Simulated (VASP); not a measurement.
# Se (P4/mmm) in VASP: notebook

Runs on Se. Level: LDA. Tasks: single point.

Everything below comes from runs of VASP 6.6.1. Logs are shortened: lines on timing, memory, paths and dates and some standing lists are left out, and cuts for length are marked.

## 1. The cell of the first run

It takes space group P4/mmm (No. 123, tetragonal). The conventional cell has a = 2.811 Å, b = 2.811 Å, c = 2.726 Å, α = 90.00°, β = 90.00°, γ = 90.00°. Se (site symmetry 4/mmm) has 6 Se at 2.73 to 2.81 Å within 3.6 Å.

## 2. Single point, LDA (strain +0.000 along x and y, -0.030 along z)

Input file INCAR:

```
ALGO = Normal
EDIFF = 1E-6
ENCUT = 520
ISIF = 2
ISMEAR = 0
LASPH = True
LCHARG = False
LREAL = False
LWAVE = False
NBANDS = 9
NELM = 60
PREC = Accurate
SIGMA = 0.15
```

Input file KPOINTS:

```
k-points
0
Gamma
  16 16 16
```

Input file POSCAR:

```
Se
1.0
    2.8105630200      0.0000000000      0.0000000000
    0.0000000000      2.8105630200      0.0000000000
    0.0000000000      0.0000000000      2.7262461294
Se
1
Direct
    0.0000000000      0.0000000000      0.0000000000
```

Potentials or basis: VASP PAW LDA potentials, release 64 (Se).

On the command line:

```sh
$ cat potpaw_LDA.64/Se/POTCAR > POTCAR
$ mpirun -np 1 vasp_std > vasp.out
```

OUTCAR:

```text
EDIFF = 1E-6
   ENCUT = 520
   ISIF = 2
   ISMEAR = 0
   LASPH = True
   LREAL = False
   NELM = 60
   PREC = Accurate

 ion  position               nearest neighbor table
   1  0.000  0.000  0.000-

  LATTYP: Found a simple tetragonal cell.
 ALAT       =     2.8105630200
 C/A-ratio  =     0.9700000000

  Lattice vectors:

 A1 = (   2.8105630200,   0.0000000000,   0.0000000000)
 A2 = (   0.0000000000,   2.8105630200,   0.0000000000)
 A3 = (   0.0000000000,   0.0000000000,   2.7262461294)

Analysis of symmetry for initial positions (statically):
=====================================================================
 Subroutine PRICEL returns:
 Original cell was already a primitive cell.

 Routine SETGRP: Setting up the symmetry group for a
 simple tetragonal supercell.

 Subroutine GETGRP returns: Found 16 space group operations
 (whereof 16 operations were pure point group operations)
 out of a pool of 16 trial point group operations.

The static configuration has the point symmetry D_4h.

Analysis of symmetry for dynamics (positions and initial velocities):
=====================================================================
 Subroutine PRICEL returns:
 Original cell was already a primitive cell.

 Routine SETGRP: Setting up the symmetry group for a
 simple tetragonal supercell.

 Subroutine GETGRP returns: Found 16 space group operations
 (whereof 16 operations were pure point group operations)
 out of a pool of 16 trial point group operations.

The dynamic configuration has the point symmetry D_4h.

 Subroutine INISYM returns: Found 16 space group operations
 (whereof 16 operations are pure point group operations),
 and found     1 'primitive' translations

----------------------------------------------------------------------------------------

                                     Primitive cell

  volume of cell :      21.5353

  direct lattice vectors                    reciprocal lattice vectors
     2.810563020  0.000000000  0.000000000     0.355800597  0.000000000  0.000000000
     0.000000000  2.810563020  0.000000000     0.000000000  0.355800597  0.000000000
     0.000000000  0.000000000  2.726246129     0.000000000  0.000000000  0.366804739

  length of vectors
     2.810563020  2.810563020  2.726246129     0.355800597  0.355800597  0.366804739

  position of ions in fractional coordinates (direct lattice)
     0.000000000  0.000000000  0.000000000

  ion indices of the primitive-cell ions
[... 78 lines left out ...]
   IBRION =     -1    ionic relax: 0-MD 1-quasi-New 2-CG
   NFREE  =      0    steps in history (QN), initial steepest desc. (CG)
   ISIF   =      2    stress and relaxation
   ISYM   =      2    0-nonsym 1-usesym 2-fastsym
   POTIM  = 0.5000    time-step for ionic-motion
   TEBEG  =    0.0;   TEEND  =   0.0 temperature during run
   PSTRESS=    0.0 pullay stress
   NELECT =       6.0000    total number of electrons
   NUPDOWN=      -1.0000    fix difference up-down
   EMIN   =  10.00;   EMAX   =-10.00  energy-range for DOS
   EFERMI =   0.00;   METHOD = LEGACY
   ISMEAR =     0;   SIGMA  =   0.15  broadening in eV -4-tet -1-fermi 0-gaus
   EFERMI_NEDOS =   21; number of points for ismear=-14 and -15
   IALGO  =     38    algorithm
   IMIX   =      4    mixing-type and parameters
     AMIX     =   0.40;   BMIX     =  1.00
     AMIX_MAG =   1.60;   BMIX_MAG =  1.00
  volume/ion in A,a.u.               =      21.54       145.33
  Fermi-wavevector in a.u.,A,eV,Ry     =   1.069239  2.020568 15.555152  1.143271
  Thomas-Fermi vector in A             =   2.204912
   LORBIT       =      0    0 simple, 1 ext, 2 COOP (PROOUT), +10 PAW based schemes
   GGA     = CA    functional components
   LHFCALC =     F    Hartree Fock is set to
   AEXX    =    0.0000 exact exchange contribution
   IVDW    =     0    specifies the selected vdW correction
   LEPSILON=     F    determine dielectric tensor
   LRPA    =     F    only Hartree local field effects (RPA)
 non-spin polarized calculation
 Gauss-broadening in eV      SIGMA  =   0.15
  energy-cutoff  :      520.00
  volume of cell :       21.54
 maximum number of plane-waves:       600
 NGX is ok and might be reduce to    24
   NGX = 11   NGY = 11   NGZ = 11

 number of electron       6.0000001 magnetization

 Free energy of the ion-electron system (eV)
  ---------------------------------------------------
  ext. energy  EPLUGINS =         0.00000000
  ---------------------------------------------------
  free energy    TOTEN  =        -4.07747712 eV

  energy without entropy =       -4.07147390  energy(sigma->0) =       -4.07447551

 E-fermi :   5.2670     XC(G=0): -10.3665

 val. band max:        5.2570172719   @ k =   0.2500   0.1250   0.0625
 cond. band min:       5.2686679696   @ k =   0.1250   0.0000   0.1250
 fundamental gap:      0.0116506976
 Fermi energy:         5.2669653076

 k-point     1 :       0.0000    0.0000    0.0000
  band No.  band energies     occupation
      1     -11.1522      2.00000
      2       6.5011      0.00000
      3       6.5011      0.00000
      4       7.3421      0.00000
      5      12.7539      0.00000
      6      12.8709      0.00000
      7      13.7232      0.00000
      8      27.4949      0.00000
      9      28.3002      0.00000
[... 265 lines left out ...]
 k-point    24 :       0.5000    0.1250    0.0000
  band No.  band energies     occupation
      1      -8.8192      2.00000
      2      -1.7945      2.00000
      3       6.1915      0.00000
      4       8.9262      0.00000
      5      14.5876      0.00000
      6      16.4547      0.00000
      7      18.5482      0.00000
      8      19.8825      0.00000
      9      20.3213      0.00000

 [... further k-points ...]

------------------------ aborting loop because EDIFF is reached ----------------------------------------

  FORCE on cell =-STRESS in cart. coord.  units (eV):
  Direction    XX          YY          ZZ          XY          YZ          ZX
  --------------------------------------------------------------------------------------
  -------------------------------------------------------------------------------------
  Total       -0.2236495     -0.2236495      0.0853054      0.0000000      0.0000000      0.0000000
  in kB      -16.6389856    -16.6389856      6.3465191      0.0000000      0.0000000      0.0000000
  external PRESSURE =      -8.9771507 kB  Pullay stress =       0.0000000 kB

 VOLUME and BASIS-vectors are now :
 -----------------------------------------------------------------------------
  energy-cutoff  :      520.00
  volume of cell :       21.54
      direct lattice vectors                 reciprocal lattice vectors
     2.810563020  0.000000000  0.000000000     0.355800597  0.000000000  0.000000000
     0.000000000  2.810563020  0.000000000     0.000000000  0.355800597  0.000000000
     0.000000000  0.000000000  2.726246129     0.000000000  0.000000000  0.366804739

 POSITION                                       TOTAL-FORCE (eV/Angst)
 -----------------------------------------------------------------------------------
      0.00000      0.00000      0.00000         0.000000      0.000000      0.000000
 -----------------------------------------------------------------------------------
    total drift:                                0.000000      0.000000      0.000000

  FREE ENERGIE OF THE ION-ELECTRON SYSTEM (eV)
  ---------------------------------------------------
  free  energy   TOTEN  =        -4.0774771173 eV

  energy  without entropy=       -4.0714738984  energy(sigma->0) =       -4.07447551
```

OSZICAR:

```text
N       E                     dE             d eps       ncg     rms          rms(c)
DAV:   1     0.883008751646E+01    0.88301E+01   -0.28063E+03  7338   0.561E+02
DAV:   2    -0.377499785072E+01   -0.12605E+02   -0.12045E+02  9727   0.768E+01
DAV:   3    -0.407875509919E+01   -0.30376E+00   -0.30237E+00  8796   0.109E+01
DAV:   4    -0.407940440709E+01   -0.64931E-03   -0.64928E-03  9995   0.565E-01
DAV:   5    -0.407940511832E+01   -0.71123E-06   -0.71123E-06  9015   0.155E-02    0.429E+00
DAV:   6    -0.407816405686E+01    0.12411E-02   -0.40031E-04  8833   0.128E-01    0.256E+00
DAV:   7    -0.407748018979E+01    0.68387E-03   -0.78297E-04  7889   0.185E-01    0.387E-02
DAV:   8    -0.407747640039E+01    0.37894E-05   -0.33184E-05  8223   0.325E-02    0.875E-03
DAV:   9    -0.407747711732E+01   -0.71692E-06   -0.13821E-06  8275   0.698E-03
   1 F= -.40774771E+01 E0= -.40744755E+01  d E =-.600322E-02
```

stdout:

```text
POSCAR found type information on POSCAR Se
 POSCAR found :  1 types and       1 ions
 scaLAPACK will be used
 LDA part: xc-table for (Slater(with rela. corr.)+CA(PZ))
 , standard interpolation
 POSCAR, INCAR and KPOINTS ok, starting setup
 FFT: planning ... GRIDC
 FFT: planning ... GRID_SOFT
 FFT: planning ... GRID
 WAVECAR not read
 entering main loop
```

Run time: 22 s. Hardware: 1 thread of AMD EPYC 9R45 (Zen 5), shared host; peak memory 0.15 GiB.

What came out:

```yaml
Free_energy: -4.0775 eV
Pressure: -0.9 GPa
Band_gap_on_the_k_mesh: zero (bands 3 and 4 overlap by 6.32 eV)
```

Stress tensor (GPa, compression positive):
```
-1.66  0.00  0.00
 0.00 -1.66  0.00
 0.00  0.00  0.63
```

Levels at points of the mesh, in eV from the Fermi level:
```
           k point  band 1  band 2  band 3  band 4  band 5  band 6  band 7  band 8
(0.00, 0.00, 0.00)  -16.42    1.23    1.23    2.08    7.49    7.60    8.46   22.23
(0.50, 0.00, 0.00)  -14.31   -7.28    2.69    3.50    9.96   12.00   12.67   13.41
(0.50, 0.50, 0.00)  -12.22   -5.29   -5.29    2.59    4.79   13.97   16.60   16.60
(0.00, 0.00, 0.50)  -13.91   -7.43    2.97    2.97   10.15   11.84   12.31   13.34
(0.50, 0.00, 0.50)  -11.79   -5.50   -4.98    2.64    4.27   13.72   15.56   15.99
(0.50, 0.50, 0.50)   -9.64   -3.80   -3.24   -3.24    5.59    5.59    5.93    9.68
```

Caveat: the cell differs from its parent crystal (strain +0.000 along x and y, -0.030 along z).

(Part 1 of 2 ends here.)
